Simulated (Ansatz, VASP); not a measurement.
# Two plane-wave programs on AlNi3

Contents of INCAR:

```
SYSTEM = AlNi3
ALGO = Fast ; EDIFF = 1E-6
EDIFFG = -0.005 ; ENCUT = 600
GGA = PE ; IBRION = 2
ISIF = 3 ; ISMEAR = 0
IVDW = 12 ; LASPH = .True.
LCHARG = .False. ; LREAL = .False.
LWAVE = .False. ; NELM = 100
NSW = 70 ; PREC = Accurate
SIGMA = 0.1
```

KPOINTS

```
k-points
0
Gamma
  14 14 14
  0 0 0
```

The input POSCAR:

```
AlNi3
1.0
    0.0000000000      2.8361718561      2.8361718561
    2.8361718561      0.0000000000      2.8361718561
    2.8361718561      2.8361718561      0.0000000000
Al Ni
1 3
Direct
    0.5000000000      0.5000000000      0.5000000000
    0.2500000000      0.2500000000      0.2500000000
    0.0000000000      0.0000000000      0.0000000000
    0.7500000000      0.7500000000      0.7500000000
```

Input for Ansatz:

```yaml
crystal:
  lattice:
    - [0.0, 2.8361718561, 2.8361718561]
    - [2.8361718561, 0.0, 2.8361718561]
    - [2.8361718561, 2.8361718561, 0.0]
  atoms:
    - { symbol: Al, position: [0.5, 0.5, 0.5] }
    - { symbol: Ni, position: [0.25, 0.25, 0.25] }
    - { symbol: Ni, position: [0.0, 0.0, 0.0] }
    - { symbol: Ni, position: [0.75, 0.75, 0.75] }
basis:
  ecutwfc: 420
kpoints:
  mp_grid: { grid: [14, 14, 14] }
hamiltonian:
  xc: pbe
  dispersion: d3bj
scf:
  occupations: { method: gaussian, width: 0.1 }
output:
  forces: true
  stress: true
  eigenvalues: true
relax:
  adjacent_minimum: "off"
  f_tol: 0.005
  max_steps: 50
  cell: { stress_tol: 0.05 }
```

Alike in both runs: task relaxation of cell and atoms; functional PBE; dispersion D3(BJ); k mesh 14 × 14 × 14; occupations gaussian, width 0.1 eV; no spin polarisation.

```csv
,VASP,Ansatz
version,VASP 6.6.1,Ansatz 0.2.0
potentials or method,"VASP PAW PBE potentials, release 64 (Al, Ni), cutoff 600 eV","scalar-relativistic, plane waves, PAW"
valence electrons in the cell,33,57
```

```tsv
	VASP	Ansatz	Ansatz less VASP
gap on the k mesh at the Fermi level, each at its own relaxed structure (eV)	none	none	-
relaxed volume (Å³/atom)	11.00	11.00	+0.003
relaxed cell length with the largest relative difference (Å)	3.962	3.963	+0.0004
```

A gap of «none» marks a metal or a gap that the smearing closes. VASP's potentials hold 33 valence electrons a cell and Ansatz's 57, so a difference there can come from the potentials and not from the codes.
